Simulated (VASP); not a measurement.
Set up this calculation in VASP 6.6.1, as the native input.

```
Task                   : single point
Functional             : PBE
Potentials or basis    : VASP PAW PBE potentials, release 64 (La, Y_sv, N)
Cutoff                 : 520 eV
k mesh                 : 12 × 12 × 8
Occupations            : gaussian, width 0.1 eV
Spin                   : no spin polarisation
Dipole correction      : no
Further INCAR settings : ALGO = Normal; EDIFF = 1e-07; NBANDS = 24
```

The structure of LaYN2 lies in POSCAR:

```
LaYN2
1.0
    3.7066677619      0.0000000000      0.0000000000
   -1.8533338809      3.2100684452      0.0000000000
    0.0000000000      0.0000000000      6.6327758036
La Y N
1 1 2
Direct
    0.0000000000      0.0000000000      0.7135305567
    0.0000000000      0.0000000000      0.1548186820
    0.3333333333      0.6666666667      0.9456335306
    0.6666666667      0.3333333333      0.9456335306
```

The input as run:

INCAR

```
  PREC = Accurate
  ENCUT = 520
  EDIFF = 1E-7
  ISMEAR = 0
  SIGMA = 0.1
  LREAL = F
  LASPH = T
  NELM = 100
  ALGO = Normal
  ISIF = 2
  LWAVE = F
  LCHARG = F
  GGA = PE
  NBANDS = 24
```

KPOINTS

```
regular mesh
0
Gamma
  12 12 8
```

Potentials or basis: VASP PAW PBE potentials, release 64 (La, Y_sv, N).

Command:

```console
$ cat potpaw_PBE.64/La/POTCAR potpaw_PBE.64/Y_sv/POTCAR potpaw_PBE.64/N/POTCAR > POTCAR
$ mpirun -np 1 vasp_std > vasp.out
```

Results of the run:

The pressure is -0.1 GPa and the largest force is 0.015 eV/Å. The band gap on the k mesh is zero (band 16 reaches 6.70 eV, above the bottom of band 17 at 5.03 eV).

Caveat: spin-orbit coupling is left out, which moves the levels of the heavy elements.

Run time: 6.5 min on 1 thread of AMD EPYC 7R43 64-Core Processor (Zen 3) (shared host), peak memory 0.32 GiB.
